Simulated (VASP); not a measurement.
# HfC (Fm-3m) in VASP: further runs, part 2 of 2

VASP 6.6.1. The steps go on from the part before.

## (4) Electric field gradients, PBE (volume scaled by 1.06)

Contents of INCAR:

```
PREC = Accurate
ENCUT = 520
EDIFF = 1E-8
ISMEAR = -1
SIGMA = 0.05
LREAL = False
LASPH = True
NELM = 60
ALGO = Normal
ISIF = 2
LWAVE = False
LCHARG = False
GGA = PE
LEFG = True
NBANDS = 14
```

Contents of KPOINTS:

```
regular mesh
0
Gamma
  12 12 12
```

Contents of POSCAR:

```
HfC
1.0
    0.0000000000      2.3705998121      2.3705998121
    2.3705998121      0.0000000000      2.3705998121
    2.3705998121      2.3705998121      0.0000000000
Hf C
1 1
Direct
    0.5000000000      0.5000000000      0.5000000000
    0.0000000000      0.0000000000      0.0000000000
```

Potentials or basis: VASP PAW PBE potentials, release 64 (Hf_pv, C).

The run is started by

```console
cat potpaw_PBE.64/Hf_pv/POTCAR potpaw_PBE.64/C/POTCAR > POTCAR
mpirun -np 1 vasp_std > vasp.out
```

OUTCAR:

```text
PREC = Accurate
   ENCUT = 520
   EDIFF = 1E-8
   ISMEAR = -1
   LREAL = False
   LASPH = True
   NELM = 60
   ISIF = 2
   GGA = PE

 ion  position               nearest neighbor table
   1  0.500  0.500  0.500-   2 2.37   2 2.37   2 2.37   2 2.37   2 2.37   2 2.37
   2  0.000  0.000  0.000-   1 2.37   1 2.37   1 2.37   1 2.37   1 2.37   1 2.37

  LATTYP: Found a face centered cubic cell.
 ALAT       =     4.7411996242

  Lattice vectors:

 A1 = (   0.0000000000,   2.3705998121,   2.3705998121)
 A2 = (   2.3705998121,   0.0000000000,   2.3705998121)
 A3 = (   2.3705998121,   2.3705998121,   0.0000000000)

Analysis of symmetry for initial positions (statically):
=====================================================================
 Subroutine PRICEL returns:
 Original cell was already a primitive cell.

 Routine SETGRP: Setting up the symmetry group for a
 face centered cubic supercell.

 Subroutine GETGRP returns: Found 48 space group operations
 (whereof 48 operations were pure point group operations)
 out of a pool of 48 trial point group operations.

The static configuration has the point symmetry O_h .

Analysis of symmetry for dynamics (positions and initial velocities):
=====================================================================
 Subroutine PRICEL returns:
 Original cell was already a primitive cell.

 Routine SETGRP: Setting up the symmetry group for a
 face centered cubic supercell.

 Subroutine GETGRP returns: Found 48 space group operations
 (whereof 48 operations were pure point group operations)
 out of a pool of 48 trial point group operations.

The dynamic configuration has the point symmetry O_h .

 Subroutine INISYM returns: Found 48 space group operations
 (whereof 48 operations are pure point group operations),
 and found     1 'primitive' translations

----------------------------------------------------------------------------------------

                                     Primitive cell

  volume of cell :      26.6443

  direct lattice vectors                    reciprocal lattice vectors
     0.000000000  2.370599812  2.370599812    -0.210917084  0.210917084  0.210917084
     2.370599812  0.000000000  2.370599812     0.210917084 -0.210917084  0.210917084
     2.370599812  2.370599812  0.000000000     0.210917084  0.210917084 -0.210917084

  length of vectors
     3.352534405  3.352534405  3.352534405     0.365319106  0.365319106  0.365319106

  position of ions in fractional coordinates (direct lattice)
     0.500000000  0.500000000  0.500000000
     0.000000000  0.000000000  0.000000000

  ion indices of the primitive-cell ions
   primitive index   ion index
                 1           1
                 2           2

----------------------------------------------------------------------------------------

 KPOINTS: regular mesh

[... 83 lines left out ...]
   EFERMI_NEDOS =   21; number of points for ismear=-14 and -15
   IALGO  =     38    algorithm
   IMIX   =      4    mixing-type and parameters
     AMIX     =   0.40;   BMIX     =  1.00
     AMIX_MAG =   1.60;   BMIX_MAG =  1.00
  volume/ion in A,a.u.               =      13.32        89.90
  Fermi-wavevector in a.u.,A,eV,Ry     =   1.321040  2.496403 23.744158  1.745146
  Thomas-Fermi vector in A             =   2.450823
   LORBIT       =      0    0 simple, 1 ext, 2 COOP (PROOUT), +10 PAW based schemes
   GGA     = PE    functional components
   LHFCALC =     F    Hartree Fock is set to
   AEXX    =    0.0000 exact exchange contribution
   IVDW    =     0    specifies the selected vdW correction
   LEPSILON=     F    determine dielectric tensor
   LRPA    =     F    only Hartree local field effects (RPA)
 non-spin polarized calculation
  energy-cutoff  :      520.00
  volume of cell :       26.64
 maximum number of plane-waves:       745
 NGX is ok and might be reduce to    28
   NGX = 13   NGY = 13   NGZ = 13

 number of electron      14.0000000 magnetization

 Free energy of the ion-electron system (eV)
  ---------------------------------------------------
  ext. energy  EPLUGINS =         0.00000000
  ---------------------------------------------------
  free energy    TOTEN  =       -20.98251259 eV

  energy without entropy =      -20.98038184  energy(sigma->0) =      -20.98144722

 E-fermi :   5.5162     XC(G=0): -12.0002

 val. band max:        5.4435417550   @ k =   0.0833   0.0000   0.0000
 cond. band min:       5.5679315386   @ k =   0.5000   0.4167   0.0000
 fundamental gap:      0.1243897836
 Fermi energy:         5.5162073781

 k-point     1 :       0.0000    0.0000    0.0000
  band No.  band energies     occupation
      1     -24.3428      2.00000
      2     -24.3428      2.00000
      3     -24.3428      2.00000
      4      -6.5010      2.00000
      5       6.4825      0.00000
      6       6.4825      0.00000
      7       6.4825      0.00000
      8       6.8807      0.00000
      9       6.8807      0.00000
     10       6.8807      0.00000
     11       8.7211      0.00000
     12       8.7211      0.00000
     13      11.6662      0.00000
     14      16.3446      0.00000
[... 377 lines left out ...]
      1     -24.8277      2.00000
      2     -24.4971      2.00000
      3     -24.4194      2.00000
      4      -3.4096      2.00000
      5       0.3052      2.00000
      6       2.8503      2.00000
      7       2.9893      2.00000
      8       9.5139      0.00000
      9      10.2306      0.00000
     10      10.4193      0.00000
     11      13.5766      0.00000
     12      14.9919      0.00000
     13      15.7103      0.00000
     14      18.1615      0.00000

 [... further k-points ...]

------------------------ aborting loop because EDIFF is reached ----------------------------------------

  FORCE on cell =-STRESS in cart. coord.  units (eV):
  Direction    XX          YY          ZZ          XY          YZ          ZX
  --------------------------------------------------------------------------------------
  -------------------------------------------------------------------------------------
  Total       -2.1220226     -2.1220226     -2.1220226      0.0000000     -0.0000000     -0.0000000
  in kB     -127.6015249   -127.6015249   -127.6015249      0.0000000     -0.0000000     -0.0000000
  external PRESSURE =    -127.6015249 kB  Pullay stress =       0.0000000 kB

 VOLUME and BASIS-vectors are now :
 -----------------------------------------------------------------------------
  energy-cutoff  :      520.00
  volume of cell :       26.64
      direct lattice vectors                 reciprocal lattice vectors
     0.000000000  2.370599812  2.370599812    -0.210917084  0.210917084  0.210917084
     2.370599812  0.000000000  2.370599812     0.210917084 -0.210917084  0.210917084
     2.370599812  2.370599812  0.000000000     0.210917084  0.210917084 -0.210917084

 POSITION                                       TOTAL-FORCE (eV/Angst)
 -----------------------------------------------------------------------------------
      2.37060      2.37060      2.37060        -0.000000      0.000000      0.000000
      0.00000      0.00000      0.00000         0.000000     -0.000000     -0.000000
 -----------------------------------------------------------------------------------
    total drift:                                0.000000      0.000000      0.000000

  FREE ENERGIE OF THE ION-ELECTRON SYSTEM (eV)
  ---------------------------------------------------
  free  energy   TOTEN  =       -20.9825125947 eV

  energy  without entropy=      -20.9803818420  energy(sigma->0) =      -20.98144722

 Electric field gradients (V/A^2)
---------------------------------------------------------------------
 ion       V_xx      V_yy      V_zz      V_xy      V_xz      V_yz
---------------------------------------------------------------------
   1       0.000    -0.000    -0.000    -0.000    -0.000    -0.000
   2      -0.000     0.000    -0.000    -0.000    -0.000    -0.000
---------------------------------------------------------------------

 Electric field gradients after diagonalization (V/A^2)
 (convention: |V_zz| > |V_xx| > |V_yy|)
----------------------------------------------------------------------
 ion       V_xx      V_yy      V_zz     asymmetry (V_yy - V_xx)/ V_zz
----------------------------------------------------------------------
   1       0.000     0.000    -0.001       0.000
   2       0.000     0.000    -0.000       0.000
----------------------------------------------------------------------

           NMR quadrupolar parameters

 Cq : quadrupolar parameter    Cq=e*Q*V_zz/h
 eta: asymmetry parameters     (V_yy - V_xx)/ V_zz
 Q  : nuclear electric quadrupole moment in mb (millibarn)
----------------------------------------------------------------------
 ion       Cq(MHz)       eta       Q (mb)
----------------------------------------------------------------------
   1      -0.000       0.000       1.000
   2      -0.000       0.000       1.000
----------------------------------------------------------------------
```

It took 26 s on 1 thread of Intel Xeon Platinum 8375C at 2.90GHz (Ice Lake), shared host; peak memory 0.17 GiB.

What came out:

* Free energy: -20.9825 eV
* Pressure: -12.8 GPa
* Band gap on the k mesh: zero (band 7 reaches 6.48 eV, above the bottom of band 8 at 5.12 eV)

Levels at points of the mesh, in eV from the Fermi level:
| k point | band 3 | band 4 | band 5 | band 6 | band 7 | band 8 | band 9 | band 10 | band 11 | band 12 |
| --- | --- | --- | --- | --- | --- | --- | --- | --- | --- | --- |
| (0.00, 0.00, 0.00) | -29.86 | -12.02 | 0.97 | 0.97 | 0.97 | 1.36 | 1.36 | 1.36 | 3.20 | 3.20 |
| (0.50, 0.00, 0.00) | -29.92 | -8.60 | -5.88 | -2.79 | -2.79 | 4.98 | 4.98 | 5.41 | 6.26 | 10.65 |
| (0.50, 0.50, 0.00) | -30.05 | -10.16 | -2.63 | -1.59 | -0.15 | -0.15 | 4.97 | 6.27 | 6.27 | 7.71 |

Caveat: without QUAD_EFG the Cq values of the log hold for a quadrupole moment of 1 mb, not for the nuclei; spin-orbit coupling is left out, which moves the levels of the heavy elements.

## (5) Density of states, PBE

Contents of POSCAR:

```
HfC
1.0
    0.0000000000      2.3250000000      2.3250000000
    2.3250000000      0.0000000000      2.3250000000
    2.3250000000      2.3250000000      0.0000000000
Hf C
1 1
Direct
    0.5000000000      0.5000000000      0.5000000000
    0.0000000000      0.0000000000      0.0000000000
```

Contents of INCAR.step1:

```
PREC = Accurate
ENCUT = 520
EDIFF = 1E-6
ISMEAR = -1
SIGMA = 0.05
LREAL = F
LASPH = T
NELM = 60
ALGO = Normal
ISIF = 2
LWAVE = F
LCHARG = T
LMAXMIX = 4
GGA = PE
NBANDS = 14
```

Contents of KPOINTS.step1:

```
regular mesh
0
Gamma
  12 12 12
```

Contents of INCAR.step2:

```
PREC = Accurate
ENCUT = 520
EDIFF = 1E-6
ISMEAR = -5
SIGMA = 0.05
LREAL = F
LASPH = T
NELM = 60
ALGO = Normal
ISIF = 2
LWAVE = F
LCHARG = F
LMAXMIX = 4
GGA = PE
LORBIT = 11
NBANDS = 14
NEDOS = 1001
ICHARG = 11
```

Contents of KPOINTS.step2:

```
regular mesh
0
Gamma
  18 18 18
```

The run is started by

```console
cat potpaw_PBE.64/Hf_pv/POTCAR potpaw_PBE.64/C/POTCAR > POTCAR
cp INCAR.step1 INCAR
cp KPOINTS.step1 KPOINTS
mpirun -np 1 vasp_std > vasp.out
cp INCAR.step2 INCAR
cp KPOINTS.step2 KPOINTS
mpirun -np 1 vasp_std > vasp.out
```

It took 28 s on 1 thread of Intel Xeon Platinum 8375C at 2.90GHz (Ice Lake), shared host; peak memory 0.19 GiB.

The run converged. Its results:

```
Valence electrons inside the program's atomic spheres : Hf 8.59; C 2.39
```

Levels at points of the mesh, in eV from the Fermi level:
| k point | band 4 | band 5 | band 6 | band 7 | band 8 | band 9 | band 10 | band 11 |
| --- | --- | --- | --- | --- | --- | --- | --- | --- |
| (0.00, 0.00, 0.00) | -12.32 | 0.99 | 0.99 | 0.99 | 1.38 | 1.38 | 1.38 | 3.38 |
| (0.50, 0.00, 0.00) | -8.58 | -6.15 | -2.99 | -2.99 | 5.31 | 5.31 | 5.77 | 6.54 |
| (0.50, 0.50, 0.00) | -10.42 | -2.60 | -1.78 | -0.11 | -0.11 | 5.30 | 6.73 | 6.73 |

Caveat: spin-orbit coupling is left out, which moves the levels of the heavy elements; tetrahedron occupations give inexact forces and stress in metals.

## (6) The runs side by side

```tsv
task	cell	k mesh for the DOS	occupations for the DOS	gap on the mesh (eV)	pressure (GPa)
electric field gradients	a = 3.288 Å, angles 60.0°, 2 atoms	-	-	none	-0.4
electric field gradients	a = 3.321 Å, angles 60.0°, 2 atoms	-	-	none	-7.1
electric field gradients	a = 3.353 Å, angles 60.0°, 2 atoms	-	-	none	-12.8
density of states	a = 3.288 Å, angles 60.0°, 2 atoms	18 × 18 × 18	tetrahedron	-	-
```

Alike in all rows: level PBE; potentials or basis VASP PAW PBE potentials, release 64 (Hf_pv, C); no spin polarisation; k mesh 12 × 12 × 12; cutoff (eV) 520; smearing fermi-dirac 0.05 eV.

Caveats: spin-orbit coupling is left out, which moves the levels of the heavy elements; tetrahedron occupations give inexact forces and stress in metals (some runs).

Total energies depend on the potentials used, so only differences within one code and one set of settings carry meaning.
